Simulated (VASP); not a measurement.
Here is a VASP 6.6.1 calculation.

The input INCAR:

```
ALGO     = Normal         # electronic algorithm
EDIFF    = 1E-7           # SCF threshold, eV
EDIFFG   = -0.005         # ionic threshold
ENCUT    = 600            # plane-wave cutoff, eV
GGA      = PE             # functional
IBRION   = 2              # ionic algorithm
ISIF     = 3              # what is computed and relaxed
ISMEAR   = -1             # smearing method
LASPH    = True           # aspherical terms in the spheres
LCHARG   = False          # write CHGCAR
LREAL    = False          # projectors in reciprocal space
LWAVE    = False          # write WAVECAR
NELM     = 100            # most SCF steps
NSW      = 32             # ionic steps
PREC     = Accurate       # precision mode
PSTRESS  = 3900.0       
SIGMA    = 0.05           # smearing width, eV
```

KPOINTS

```
k-points
0
Gamma
  15 15 15
```

POSCAR

```
Ag
1.0
    0.0000000000      2.2599059604      2.2599059604
    2.2599059604      0.0000000000      2.2599059604
    2.2599059604      2.2599059604      0.0000000000
Ag
2
Direct
   -0.1250000000     -0.1250000000     -0.1250000000
    0.1250000000      0.1250000000      0.1250000000
```

Potentials or basis: VASP PAW PBE potentials, release 64 (Ag).

The run is started by

```sh
$ cat potpaw_PBE.64/Ag/POTCAR > POTCAR
$ mpirun -np 1 vasp_std > vasp.out
```

(1) Predict the space group after relaxing (to 0.05 Å).

(2) Estimate the relaxed cell.

(3) Predict the relaxed volume.

(4) Predict the band gap on the k mesh.

Results:

(1) Fd-3m (No. 227).

(2) a = 3.169 Å, b = 3.169 Å, c = 3.169 Å, α = 60.00°, β = 60.00°, γ = 60.00°.

(3) 11.25 Å³/atom.

(4) zero (band 11 reaches 17.90 eV, above the bottom of band 12 at 17.12 eV).

Caveat: the cell is relaxed towards a set pressure, so the enthalpy falls and the energy may rise.
